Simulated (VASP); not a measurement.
Crystal: CdS (Greenockite).

```xyz
4
Lattice="4.1500 0.0000 0.0000 -2.0750 3.5940 0.0000 0.0000 0.0000 6.7370" Properties=species:S:1:pos:R:3 pbc="T T T"
Cd    2.0750    1.1980    3.3685
Cd    0.0000    2.3960    0.0000
S     2.0750    1.1980    5.8949
S     0.0000    2.3960    2.5264
```

Base run:

* Program: VASP 6.6.1
* Functional: PBEsol
* Potentials or basis: VASP PAW PBE potentials, release 64 (Cd, S)
* Cutoff: 520 eV
* k mesh: 7 × 7 × 4
* Occupations: fermi-dirac, width 0.05 eV
* Spin: no spin polarisation

Its results: band gap on the k mesh 1.06 eV, direct; pressure -0.6 GPa; largest force 0.067 eV/Å.

Problem. The run is repeated on the same cell with these changes: functional from PBEsol to PBE. What comes out?

Solution. Band gap on the k mesh 1.20 eV, direct; pressure 2.4 GPa; largest force 0.069 eV/Å.

PBE binds less tightly than PBEsol, so the same cell stands under more pressure.

Caveats: the PAW data sets were made with another functional, which shifts forces and pressure a little (some runs).

